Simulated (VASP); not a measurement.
# Cu (P6_3/mmc) in VASP: single point with r2SCAN

Aim: the single point of Cu with r2SCAN.

Everything below comes from runs of VASP 6.6.1. Logs are shortened: lines on timing, memory, paths and dates and some standing lists are left out, and cuts for length are marked.

## (1) The cell of the first run

It takes space group P6_3/mmc (No. 194, hexagonal). Conventional cell: a = 2.529 Å, b = 2.529 Å, c = 4.139 Å, α = 90.00°, β = 90.00°, γ = 120.00°. Cu (site symmetry -6m2) has 12 Cu at 2.53 Å within 3.3 Å.

## (2) Single point, r2SCAN

The input, POSCAR:

```
Cu
1.0
    2.5288341393      0.0000000000      0.0000000000
   -1.2644170696      2.1900346066      0.0000000000
    0.0000000000      0.0000000000      4.1386662782
Cu
2
Direct
    0.3333333333      0.6666666667      0.2500000000
    0.6666666667      0.3333333333      0.7500000000
```

The input, INCAR.step1:

```
SYSTEM = Cu
PREC = Accurate
ENCUT = 520
ISMEAR = -1
SIGMA = 0.1
LREAL = .False.
LASPH = .True.
NELM = 80
NBANDS = 18
GGA = PE
ALGO = Normal
EDIFF = 1E-4
LWAVE = .True.
LCHARG = .False.
```

The input, INCAR.step2:

```
SYSTEM = Cu
PREC = Accurate
ENCUT = 520
EDIFF = 1E-7
ISMEAR = -1
SIGMA = 0.1
LREAL = .False.
LASPH = .True.
NELM = 80
ALGO = Normal
ISIF = 2
LWAVE = .False.
LCHARG = .True.
METAGGA = R2SCAN
LMIXTAU = .True.
LELF = .True.
LVHAR = .True.
NBANDS = 18
ISTART = 1
```

The input, KPOINTS:

```
regular mesh
0
Gamma
  7 7 4
  0 0 0
```

Potentials or basis: VASP PAW PBE potentials, release 64 (Cu).

Command:

```bash
cat potpaw_PBE.64/Cu/POTCAR > POTCAR
cp INCAR.step1 INCAR
mpirun -np 1 vasp_std > vasp.out
cp INCAR.step2 INCAR
mpirun -np 1 vasp_std > vasp.out
```

OUTCAR:

```text
SYSTEM = Cu
   PREC = Accurate
   ENCUT = 520
   EDIFF = 1E-7
   ISMEAR = -1
   LREAL = .False.
   LASPH = .True.
   NELM = 80
   ISIF = 2
   METAGGA = R2SCAN
   ISTART = 1

 ion  position               nearest neighbor table
   1  0.333  0.667  0.250-   2 2.53   2 2.53   2 2.53   2 2.53   2 2.53   2 2.53
   2  0.667  0.333  0.750-   1 2.53   1 2.53   1 2.53   1 2.53   1 2.53   1 2.53

  LATTYP: Found a hexagonal cell.
 ALAT       =     2.5288341393
 C/A-ratio  =     1.6365906383

  Lattice vectors:

 A1 = (   2.5288341393,   0.0000000000,   0.0000000000)
 A2 = (  -1.2644170696,   2.1900346066,   0.0000000000)
 A3 = (   0.0000000000,   0.0000000000,   4.1386662782)

Analysis of symmetry for initial positions (statically):
=====================================================================
 Subroutine PRICEL returns:
 Original cell was already a primitive cell.

 Routine SETGRP: Setting up the symmetry group for a
 hexagonal supercell.

 Subroutine GETGRP returns: Found 24 space group operations
 (whereof 12 operations were pure point group operations)
 out of a pool of 24 trial point group operations.

The static configuration has the point symmetry D_3d.
 The point group associated with its full space group is D_6h.

Analysis of symmetry for dynamics (positions and initial velocities):
=====================================================================
 Subroutine PRICEL returns:
 Original cell was already a primitive cell.

 Routine SETGRP: Setting up the symmetry group for a
 hexagonal supercell.

 Subroutine GETGRP returns: Found 24 space group operations
 (whereof 12 operations were pure point group operations)
 out of a pool of 24 trial point group operations.

The dynamic configuration has the point symmetry D_3d.
 The point group associated with its full space group is D_6h.

 Subroutine INISYM returns: Found 24 space group operations
 (whereof 12 operations are pure point group operations),
 and found     1 'primitive' translations

----------------------------------------------------------------------------------------

                                     Primitive cell

  volume of cell :      22.9209

  direct lattice vectors                    reciprocal lattice vectors
     2.528834139  0.000000000  0.000000000     0.395439141  0.228306895  0.000000000
    -1.264417070  2.190034607  0.000000000     0.000000000  0.456613789  0.000000000
     0.000000000  0.000000000  4.138666278     0.000000000  0.000000000  0.241623734

  length of vectors
     2.528834139  2.528834139  4.138666278     0.456613789  0.456613789  0.241623734

  position of ions in fractional coordinates (direct lattice)
     0.333333333  0.666666667  0.250000000
     0.666666667  0.333333333  0.750000000

  ion indices of the primitive-cell ions
   primitive index   ion index
                 1           1
                 2           2

----------------------------------------------------------------------------------------

 KPOINTS: regular mesh

Automatic generation of k-mesh.
 Grid dimensions read from file:
 generate k-points for:    7    7    4

 Generating k-lattice:

  Cartesian coordinates                     Fractional coordinates (reciprocal lattice)
     0.056491306  0.032615271  0.000000000     0.142857143 -0.000000000  0.000000000
     0.000000000  0.065230541  0.000000000     0.000000000  0.142857143  0.000000000
     0.000000000  0.000000000  0.060405934     0.000000000  0.000000000  0.250000000

  Length of vectors
     0.065230541  0.065230541  0.060405934

  Shift w.r.t. Gamma in fractional coordinates (k-lattice)
     0.000000000  0.000000000  0.000000000

 Subroutine IBZKPT returns following result:
 ===========================================

 Found     24 irreducible k-points:

 Following reciprocal coordinates:
            Coordinates               Weight
  0.000000  0.000000  0.000000      1.000000
  0.142857 -0.000000  0.000000      6.000000
  0.285714 -0.000000  0.000000      6.000000
  0.428571 -0.000000  0.000000      6.000000
  0.142857  0.142857  0.000000      6.000000
  0.285714  0.142857  0.000000     12.000000
[... 16 lines left out ...]
  0.428571  0.142857  0.500000      6.000000
  0.285714  0.285714  0.500000      6.000000
   k-points           NKPTS =     24   k-points in BZ     NKDIM =     24   number of bands    NBANDS=     18
   number of dos      NEDOS =    301   number of ions     NIONS =      2
   total plane-waves  NPLWV =  12800
   dimension x,y,z NGX =    20 NGY =   20 NGZ =   32
   dimension x,y,z NGXF=    40 NGYF=   40 NGZF=   64
   ions per type =               2
   NGX,Y,Z   is equivalent  to a cutoff of  13.15, 13.15, 12.85 a.u.
   NGXF,Y,Z  is equivalent  to a cutoff of  26.30, 26.30, 25.71 a.u.
 SYSTEM =  Cu
   PREC   = accura    normal or accurate (medium, high low for compatibility)
   ISTART =      1    job   : 0-new  1-cont  2-samecut
   ICHARG =      0    charge: 1-file 2-atom 10-const
   ISPIN  =      1    spin polarized calculation?
   LNONCOLLINEAR =      F non collinear calculations
   LSORBIT =      F    spin-orbit coupling
   LASPH  =      T    aspherical Exc in radial PAW
   ENCUT  =  520.0 eV  38.22 Ry    6.18 a.u.   4.70  4.70  7.70*2*pi/ulx,y,z
   NELM   =     80;   NELMIN=  2; NELMDL=  0     # of ELM steps
   EDIFF  = 0.1E-06   stopping-criterion for ELM
   LREAL  =      F    real-space projection
   EDIFFG = 0.1E-05   stopping-criterion for IOM
   NSW    =      0    number of steps for IOM
   IBRION =     -1    ionic relax: 0-MD 1-quasi-New 2-CG
   NFREE  =      0    steps in history (QN), initial steepest desc. (CG)
   ISIF   =      2    stress and relaxation
   ISYM   =      2    0-nonsym 1-usesym 2-fastsym
   POTIM  = 0.5000    time-step for ionic-motion
   TEBEG  =    0.0;   TEEND  =   0.0 temperature during run
   PSTRESS=    0.0 pullay stress
   NELECT =      22.0000    total number of electrons
   NUPDOWN=      -1.0000    fix difference up-down
   EMIN   =  10.00;   EMAX   =-10.00  energy-range for DOS
   EFERMI =   0.00;   METHOD = LEGACY
   ISMEAR =    -1;   SIGMA  =   0.10  broadening in eV -4-tet -1-fermi 0-gaus
   EFERMI_NEDOS =   21; number of points for ismear=-14 and -15
   IALGO  =     38    algorithm
   IMIX   =      4    mixing-type and parameters
     AMIX     =   0.40;   BMIX     =  1.00
     AMIX_MAG =   1.60;   BMIX_MAG =  1.00
  volume/ion in A,a.u.               =      11.46        77.34
  Fermi-wavevector in a.u.,A,eV,Ry     =   1.614873  3.051668 35.481492  2.607816
  Thomas-Fermi vector in A             =   2.709712
   LORBIT       =      0    0 simple, 1 ext, 2 COOP (PROOUT), +10 PAW based schemes
   METAGGA = R2SCAN    functional components
   LHFCALC =     F    Hartree Fock is set to
   AEXX    =    0.0000 exact exchange contribution
   IVDW    =     0    specifies the selected vdW correction
   LEPSILON=     F    determine dielectric tensor
   LRPA    =     F    only Hartree local field effects (RPA)
 non-spin polarized calculation
  energy-cutoff  :      520.00
  volume of cell :       22.92
 maximum number of plane-waves:       628
 NGX is ok and might be reduce to    20
   NGX =  9   NGY =  9   NGZ = 15

 number of electron      21.9999984 magnetization

 Free energy of the ion-electron system (eV)
  ---------------------------------------------------
  ext. energy  EPLUGINS =         0.00000000
  ---------------------------------------------------
  free energy    TOTEN  =       -21.68057234 eV

  energy without entropy =      -21.66416550  energy(sigma->0) =      -21.67236892

 E-fermi :   7.7040     XC(G=0): -13.9485

 val. band max:        7.6206429090   @ k =   0.4286  -0.0000   0.5000
 cond. band min:       7.9477764441   @ k =   0.1429   0.1429   0.2500
 fundamental gap:      0.3271335350
 Fermi energy:         7.7040231379

 k-point     1 :       0.0000    0.0000    0.0000
  band No.  band energies     occupation
      1      -2.1361      2.00000
      2       2.3419      2.00000
      3       4.5118      2.00000
      4       4.5922      2.00000
      5       4.5924      2.00000
      6       4.8120      2.00000
[... 10 lines left out ...]
     17      32.6829      0.00000
     18      32.6830      0.00000

 k-point     2 :       0.1429   -0.0000    0.0000
  band No.  band energies     occupation
      1      -1.4427      2.00000
      2       2.7082      2.00000
      3       4.2558      2.00000
      4       4.5436      2.00000
      5       4.6653      2.00000
      6       4.8388      2.00000
[... 10 lines left out ...]
     17      31.7588      0.00000
     18      33.6675      0.00000

 k-point     3 :       0.2857   -0.0000    0.0000
  band No.  band energies     occupation
      1       0.4494      2.00000
      2       3.1632      2.00000
      3       3.6029      2.00000
      4       4.0531      2.00000
      5       4.5533      2.00000
      6       4.7033      2.00000
[... 10 lines left out ...]
     17      25.9876      0.00000
     18      29.0587      0.00000

 k-point     4 :       0.4286   -0.0000    0.0000
  band No.  band energies     occupation
      1       2.3591      2.00000
      2       2.9570      2.00000
      3       3.1581      2.00000
      4       4.3619      2.00000
      5       4.5206      2.00000
      6       4.6143      2.00000
[... 375 lines left out ...]
      4       3.8500      2.00000
      5       4.5570      2.00000
      6       4.5570      2.00000
[... 10 lines left out ...]
     17      25.1103      0.00000
     18      25.1103      0.00000

 k-point    23 :       0.4286    0.1429    0.5000
  band No.  band energies     occupation
      1       2.8472      2.00000
      2       2.8472      2.00000
      3       3.7805      2.00000
      4       3.7805      2.00000
      5       4.7554      2.00000
      6       4.7554      2.00000
[... 10 lines left out ...]
     17      27.1161      0.00000
     18      27.1161      0.00000

 k-point    24 :       0.2857    0.2857    0.5000
  band No.  band energies     occupation
      1       3.2893      2.00000
      2       3.2893      2.00000
      3       3.8926      2.00000
      4       3.8926      2.00000
      5       4.2491      2.00000
      6       4.2491      2.00000
[... 10 lines left out ...]
     17      27.8008      0.00000
     18      27.8008      0.00000

------------------------ aborting loop because EDIFF is reached ----------------------------------------

  FORCE on cell =-STRESS in cart. coord.  units (eV):
  Direction    XX          YY          ZZ          XY          YZ          ZX
  --------------------------------------------------------------------------------------
  -------------------------------------------------------------------------------------
  Total        0.0545414      0.0545414     -0.0103653      0.0000000     -0.0000000     -0.0000000
  in kB        3.8124602      3.8124602     -0.7245370      0.0000000     -0.0000000     -0.0000000
  external PRESSURE =       2.3001278 kB  Pullay stress =       0.0000000 kB

 VOLUME and BASIS-vectors are now :
 -----------------------------------------------------------------------------
  energy-cutoff  :      520.00
  volume of cell :       22.92
      direct lattice vectors                 reciprocal lattice vectors
     2.528834139  0.000000000  0.000000000     0.395439141  0.228306895  0.000000000
    -1.264417070  2.190034607  0.000000000     0.000000000  0.456613789  0.000000000
     0.000000000  0.000000000  4.138666278     0.000000000  0.000000000  0.241623734

 POSITION                                       TOTAL-FORCE (eV/Angst)
 -----------------------------------------------------------------------------------
     -0.00000      1.46002      1.03467        -0.000000     -0.000000      0.000000
      1.26442      0.73001      3.10400         0.000000      0.000000      0.000000
 -----------------------------------------------------------------------------------
    total drift:                               -0.000000      0.000000     -0.000000

  FREE ENERGIE OF THE ION-ELECTRON SYSTEM (eV)
  ---------------------------------------------------
  free  energy   TOTEN  =       -21.6805723395 eV

  energy  without entropy=      -21.6641654974  energy(sigma->0) =      -21.67236892
```

It took 1.8 min on 1 thread of Intel Xeon 8259CL, shared host; peak memory 0.14 GiB.

Results:

| Quantity | Value |
| --- | --- |
| Free energy | -21.6806 eV |
| Pressure | 0.2 GPa |
| Band gap on the k mesh | zero (band 11 reaches 10.36 eV, above the bottom of band 12 at 5.65 eV) |

Caveat: the k points lie up to 0.41 Å⁻¹ apart; the PAW data sets were made with another functional, which shifts forces and pressure a little.
